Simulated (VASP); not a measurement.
Crystal: Al.

```
Al
1.0
     2.81246    0.00000    0.00000
    -1.40623    2.43566    0.00000
     0.00000    0.00000    4.86685
Al
2
Direct
  0.66667 0.33333 0.75000
  0.33333 0.66667 0.25000
```

This isn't the form of Al at room conditions, which is fcc.

| Property | Result |
| --- | --- |
| Program | VASP 6.6.1 |
| Task | relaxation of cell and atoms |
| Functional | PBE |
| Potentials or basis | VASP PAW PBE potentials, release 64 (Al) |
| Cutoff | 600 eV |
| k mesh | 12 × 12 × 8 |
| Occupations | gaussian, width 0.1 eV |
| Spin | no spin polarisation |

At the start: pressure -0.0 GPa; volume 16.67 Å³/atom.

Question: How do energy, volume and symmetry change on relaxing?

Answer: Over 9 steps the energy falls by 5.2 meV/atom and the volume is 16.59 Å³/atom (-0.5 %); space group P6_3/mmc (No. 194, to 0.1 Å) before and after.

The path:
| step | energy change (eV) | largest force (eV/Å) | pressure (GPa) | volume (Å³) |
| --- | --- | --- | --- | --- |
| 1 | 0.0000 | 0.0000 | -0.05 | 33.34 |
| 2 | -0.0096 | 0.0000 | -0.19 | 33.31 |
| 3 | -0.0103 | 0.0000 | -0.17 | 33.28 |
| 4 | -0.0103 | 0.0000 | -0.18 | 33.28 |
| 5 | -0.0104 | 0.0000 | -0.20 | 33.29 |
| 6 | -0.0104 | 0.0000 | -0.20 | 33.29 |
| 7 | -0.0104 | 0.0000 | -0.20 | 33.29 |
| 8 | -0.0104 | 0.0000 | -0.20 | 33.29 |
| 9 | -0.0105 | 0.0000 | 0.04 | 33.18 |

Final structure:
```cif
data_structure
_symmetry_space_group_name_H-M 'P 1'
_symmetry_Int_Tables_number 1
_cell_length_a 2.8392
_cell_length_b 2.8392
_cell_length_c 4.7537
_cell_angle_alpha 90.000
_cell_angle_beta 90.000
_cell_angle_gamma 120.000
_cell_volume 33.18
loop_
_atom_site_label
_atom_site_type_symbol
_atom_site_fract_x
_atom_site_fract_y
_atom_site_fract_z
_atom_site_occupancy
Al1 Al 0.66667 0.33333 0.75000 1
Al2 Al 0.33333 0.66667 0.25000 1
```
